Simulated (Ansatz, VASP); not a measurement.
Two plane-wave programs on Co

```
CELL_PARAMETERS angstrom
1.75840 -1.75839 0.00000
1.75840 1.75839 0.00000
0.00000 0.00000 3.52559
ATOMIC_POSITIONS crystal
Co 0.75000 0.25000 0.25000
Co 0.25000 0.75000 0.75000
```

Alike in both runs: functional PBE; k mesh 16 × 16 × 12; occupations gaussian, width 0.1 eV; collinear spin.

Ansatz relaxed the structure, and its values are those at the end. VASP's run is a single point on that final structure, the one shown.

|  | VASP | Ansatz |
| --- | --- | --- |
| version | VASP 6.6.1 | Ansatz 0.2.0 |
| potentials or method | VASP PAW PBE potentials, release 64 (Co), cutoff 520 eV | scalar-relativistic, plane waves, PAW |
| valence electrons in the cell | 18 | 34 |

Ansatz gave:

| Quantity | Value |
| --- | --- |
| gap on the k mesh at the Fermi level (eV) | none |
| pressure (GPa) | 0.0 |
| net moment per atom (μB) | 1.64 |
| size of the moment on the site where the two differ most (μB) | 1.71 |

Task: What did VASP give for the same quantities?

Result: gap on the k mesh at the Fermi level (eV): none; pressure (GPa): -0.7; net moment per atom (μB): 1.63; size of the moment on the site where the two differ most (μB): 1.65.

Site moments also hang on the region over which each program counts them. A gap of «none» marks a metal or a gap that the smearing closes. VASP's potentials hold 18 valence electrons a cell and Ansatz's 34, so a difference there can come from the potentials and not from the codes. Ansatz's warnings: structure snapped to symmetry.
